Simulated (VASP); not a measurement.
Write the native input for VASP 6.6.1 that does the following.

```
Task                   : single point
Functional             : PBE
Potentials or basis    : VASP PAW PBE potentials, release 64 (Gd, B)
Cutoff                 : 520 eV
k mesh                 : 10 × 10 × 10
Occupations            : gaussian, width 0.05 eV
Spin                   : collinear spin, ferromagnetic start
Starting moments       : [7.88, 0.47] μB
Hubbard terms          : Gd f U = 6.0 eV
Dipole correction      : no
Further INCAR settings : ALGO = Normal; EDIFF = 1e-06; NBANDS = 22
```

The structure of GdB lies in POSCAR:

```
GdB
1.0
    0.0000000000      2.6594157075      2.6594157075
    2.6594157075      0.0000000000      2.6594157075
    2.6594157075      2.6594157075      0.0000000000
Gd B
1 1
Direct
    0.5000000000      0.5000000000      0.5000000000
    0.0000000000      0.0000000000      0.0000000000
```

These files were run (other wordings do the same):

INCAR

```
ALGO = Normal ; EDIFF = 1E-6
ENCUT = 520 ; GGA = PE
ISIF = 2 ; ISMEAR = 0
ISPIN = 2 ; LASPH = True
LCHARG = False ; LDAU = True
LDAUJ = 0 0 ; LDAUL = 3 -1
LDAUPRINT = 1 ; LDAUTYPE = 2
LDAUU = 6 0 ; LMAXMIX = 6
LORBIT = 11 ; LREAL = False
LWAVE = False ; MAGMOM = 7.88 0.47
NBANDS = 22 ; NELM = 150
PREC = Accurate ; SIGMA = 0.05
```

KPOINTS

```
k-points
0
Gamma
  10 10 10
```

Potentials or basis: VASP PAW PBE potentials, release 64 (Gd, B).

Command:

```console
$ cat potpaw_PBE.64/Gd/POTCAR potpaw_PBE.64/B/POTCAR > POTCAR
$ mpirun -np 1 vasp_std > vasp.out
```

It gave:

- Pressure: 4.4 GPa
- Net moment: 8.24 μB per cell
- Site moments: Gd +7.09; B +0.26 μB
- Valence electrons inside the program's atomic spheres: Gd 15.22; B 1.67

Caveat: the cell stands under pressure; a cell with one magnetic atom can't hold antiferromagnetic order, which such compounds often take.

Wall time 84 s on 1 thread of AMD EPYC 9R45 96-Core Processor (Zen 5), with other jobs on the host, peak memory 0.2 GiB.
